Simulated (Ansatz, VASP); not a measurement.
Two plane-wave programs on TiAl3

POSCAR

```
TiAl3
1.0
    2.8396770000      0.0000000000      0.0000000000
    0.0000000000      4.6812640000      0.0000000000
    0.0000000000      0.0000000000      4.9007420000
Ti Al
1 3
Direct
    0.0000000000      0.5000000000      0.1659160000
    0.5000000000      0.5000000000      0.6672710000
    0.5000000000      0.0000000000      0.3309120000
    0.0000000000      0.0000000000      0.8359000000
```

The input INCAR.step1:

```
PREC = Accurate
ENCUT = 520
ISMEAR = 1
SIGMA = 0.1
LREAL = False
LASPH = True
NELM = 60
NBANDS = 18
GGA = PE
ALGO = Normal
EDIFF = 1E-4
LWAVE = True
LCHARG = False
```

INCAR.step2

```
PREC = Accurate
ENCUT = 520
EDIFF = 1E-6
ISMEAR = 1
SIGMA = 0.1
LREAL = False
LASPH = True
NELM = 60
ALGO = Normal
ISIF = 2
LWAVE = False
LCHARG = True
METAGGA = R2SCAN
LMIXTAU = True
LELF = True
LVHAR = True
NBANDS = 18
ISTART = 1
```

File KPOINTS:

```
regular mesh
0
Gamma
  14 10 10
```

Input for Ansatz:

```yaml
crystal:
  lattice:
    - [2.839677, 0.0, 0.0]
    - [0.0, 4.681264, 0.0]
    - [0.0, 0.0, 4.900742]
  atoms:
    - { symbol: Ti, position: [0.0, 0.5, 0.165916] }
    - { symbol: Al, position: [0.5, 0.5, 0.667271] }
    - { symbol: Al, position: [0.5, 0.0, 0.330912] }
    - { symbol: Al, position: [0.0, 0.0, 0.8359] }
basis:
  ecutwfc: 500
kpoints:
  mp_grid: { grid: [14, 10, 10] }
hamiltonian:
  xc: r2scan
scf:
  occupations: { method: cold, width: 0.1 }
output:
  forces: true
  stress: true
  eigenvalues: true
```

Alike in both runs: task single point; functional r2SCAN; k mesh 14 × 10 × 10; no spin polarisation.

|  | VASP | Ansatz |
| --- | --- | --- |
| version | VASP 6.6.1 | Ansatz 0.2.0 |
| potentials or method | VASP PAW PBE potentials, release 64 (Ti_sv, Al), cutoff 520 eV | scalar-relativistic, plane waves, PAW |
| occupations | methfessel-paxton of order 1, width 0.1 eV | cold, width 0.1 eV |
| valence electrons in the cell | 21 | 21 |

Ansatz gave:

```
gap on the k mesh at the Fermi level (eV)                     : none
pressure (GPa)                                                : -2.2
traceless stress, the component that is largest in VASP (GPa) : -1.64
rms of the force components (eV/Å)                            : 0.013
```

Q: What did VASP give for the same quantities?

A: gap on the k mesh at the Fermi level (eV): none; pressure (GPa): -2.3; traceless stress, the component that is largest in VASP (GPa): -1.62; rms of the force components (eV/Å): 0.016.

VASP's potentials were made for PBE, not for r2SCAN. Atom by atom the forces differ by 0.005 eV/Å (rms over components). A gap of «none» marks a metal or a gap that the smearing closes.
